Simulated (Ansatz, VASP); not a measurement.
# Two plane-wave programs on SiO2

```xyz
18
Lattice="-4.5994 4.5994 4.5994 4.5994 -4.5994 4.5994 4.5994 4.5994 -4.5994" Properties=species:S:1:pos:R:3 pbc="T T T"
Si    2.2997    4.5994    0.0000
Si    2.2997    0.0000    4.5994
Si    4.5994    0.0000    2.2997
Si    0.0000    4.5994    2.2997
Si    4.5994    2.2997    0.0000
Si    0.0000    2.2997    4.5994
O     1.3243    4.5994   -1.3243
O     1.3243    1.3243    4.5994
O     1.3243   -1.3243    4.5994
O     3.2751    0.0000    3.2751
O     1.3243    4.5994    1.3243
O     4.5994    1.3243   -1.3243
O     0.0000    3.2751    3.2751
O    -1.3243    1.3243    4.5994
O     4.5994   -1.3243    1.3243
O     4.5994    1.3243    1.3243
O     3.2751    3.2751    0.0000
O    -1.3243    4.5994    1.3243
```

Alike in both runs: functional LDA; k mesh 4 × 4 × 4; occupations gaussian, width 0.02 eV; no spin polarisation.

Ansatz relaxed the structure, and its values are those at the end. VASP's run is a single point on that final structure, the one shown.

|  | VASP | Ansatz |
| --- | --- | --- |
| version | VASP 6.6.1 | Ansatz 0.2.0 |
| potentials or method | VASP PAW LDA potentials, release 64 (Si, O), cutoff 520 eV | scalar-relativistic, plane waves, PAW |
| valence electrons in the cell | 96 | 96 |

|  | VASP | Ansatz | Ansatz less VASP |
| --- | --- | --- | --- |
| gap on the k mesh at the Fermi level (eV) | 5.18 | 5.18 | -0.003 |
| least direct gap on the mesh (eV) | 5.20 | 5.19 | -0.003 |
| pressure (GPa) | -8.9 | -9.2 | -0.27 |

LDA's correlation is that of Perdew and Zunger in VASP and of Perdew and Wang (1992) in Ansatz. Ansatz's warnings: stress scf threshold loose.
